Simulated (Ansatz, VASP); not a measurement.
**Two plane-wave programs on Pt**

```
Pt
1.0
     2.56448    0.00000    0.00000
    -1.28224    2.22091    0.00000
     0.00000    0.00000    5.31513
Pt
2
Cartesian
  1.2822 0.7403 3.9863
  0.0000 1.4806 1.3288
```

Alike in both runs: task single point; functional PBEsol; k mesh 30 × 30 × 14; occupations gaussian, width 0.15 eV; no spin polarisation.

|  | VASP | Ansatz |
| --- | --- | --- |
| version | VASP 6.6.1 | Ansatz 0.2.0 |
| potentials or method | VASP PAW PBE potentials, release 64 (Pt), cutoff 520 eV | scalar-relativistic, plane waves, PAW |
| valence electrons in the cell | 20 | 36 |

Ansatz gave:

* gap on the k mesh at the Fermi level (eV): none
* pressure (GPa): 18.8
* traceless stress, the component that is largest in VASP (GPa): -35.82

Problem. Estimate VASP's values.

Solution. gap on the k mesh at the Fermi level (eV): none; pressure (GPa): 18.4; traceless stress, the component that is largest in VASP (GPa): -35.74.

VASP's potentials were made for PBE, not for PBEsol. A gap of «none» marks a metal or a gap that the smearing closes. VASP's potentials hold 20 valence electrons a cell and Ansatz's 36, so a difference there can come from the potentials and not from the codes.

Neither program's run includes spin-orbit coupling.
